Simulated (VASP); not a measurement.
# ZnS: electric field gradients with PBE

The system is ZnS.

```
Zn S
1.0
     0.00000    2.72256    2.72256
     2.72256    0.00000    2.72256
     2.72256    2.72256    0.00000
Zn S
1 1
Direct
  0.00000 0.00000 0.00000
  0.75000 0.75000 0.75000
```

This cell differs from its parent crystal: volume scaled by 1.02.

```
Program                : VASP 6.6.1
Task                   : electric field gradients
Functional             : PBE
Potentials or basis    : VASP PAW PBE potentials, release 64 (Zn, S)
Cutoff                 : 520 eV
k mesh                 : 8 × 8 × 8
Occupations            : fermi-dirac, width 0.01 eV
Spin                   : no spin polarisation
Dipole correction      : no
Further INCAR settings : ALGO = Normal; EDIFF = 1e-08; NBANDS = 16
```

The pressure is 0.1 GPa and the band gap on the k mesh is 2.02 eV, direct.

Levels at points of the mesh, in eV from the valence-band top:
| k point | band 6 | band 7 | band 8 | band 9 | band 10 | band 11 | band 12 | band 13 |
| --- | --- | --- | --- | --- | --- | --- | --- | --- |
| (0.00, 0.00, 0.00) | -5.78 | 0.00 | 0.00 | 0.00 | 2.02 | 6.41 | 6.41 | 6.41 |
| (0.50, 0.00, 0.00) | -5.58 | -5.14 | -0.83 | -0.83 | 3.27 | 6.94 | 6.94 | 8.79 |
| (0.50, 0.50, 0.00) | -5.57 | -4.47 | -2.14 | -2.14 | 3.46 | 4.07 | 10.82 | 11.81 |

Wall time 37 s on 1 thread of Intel Xeon 8259CL, on a shared host, peak memory 0.17 GiB.

Caveat: without QUAD_EFG the Cq values of the log hold for a quadrupole moment of 1 mb, not for the nuclei.
